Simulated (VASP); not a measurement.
A run of VASP 6.6.1 is set up as follows.

Contents of INCAR:

```
PREC = Accurate ; ENCUT = 520
EDIFF = 1E-6 ; ISMEAR = 0
SIGMA = 0.1 ; LREAL = False
LASPH = True ; NELM = 80
ALGO = Normal ; ISIF = 2
LWAVE = False ; LCHARG = False
GGA = PE ; NBANDS = 29
```

Contents of KPOINTS:

```
regular mesh
0
Gamma
  6 6 4
```

The input POSCAR:

```
Zr2SeS2
1.0
    4.3544113083      0.0000000000      0.0000000000
   -2.1772056542      3.7710308115      0.0000000000
    0.0000000000      0.0000000000      6.4463478364
Zr Se S
2 1 2
Direct
    0.3333333333      0.6666666667      0.7173947660
    0.6666666667      0.3333333333      0.2826052340
    0.0000000000      0.0000000000      0.0000000000
    0.3333333333      0.6666666667      0.3238928168
    0.6666666667      0.3333333333      0.6761071832
```

Potentials or basis: VASP PAW PBE potentials, release 64 (Zr_sv, Se, S).

Launch:

```sh
$ cat potpaw_PBE.64/Zr_sv/POTCAR potpaw_PBE.64/Se/POTCAR potpaw_PBE.64/S/POTCAR > POTCAR
$ mpirun -np 1 vasp_std > vasp.out
```

Question: What does it give for the largest force?

Answer: 0.017 eV/Å.

Question: Estimate the pressure.

Answer: 0.2 GPa.

Question: What does it give for the band gap on the k mesh?

Answer: Zero (bands 21 and 22 overlap by 0.73 eV).

Forces in eV/Å, atoms in the order of the input:
```
Zr   0.000  0.000  0.017
Zr   0.000  0.000 -0.017
Se   0.000  0.000  0.000
S    0.000  0.000  0.017
S    0.000  0.000 -0.017
```
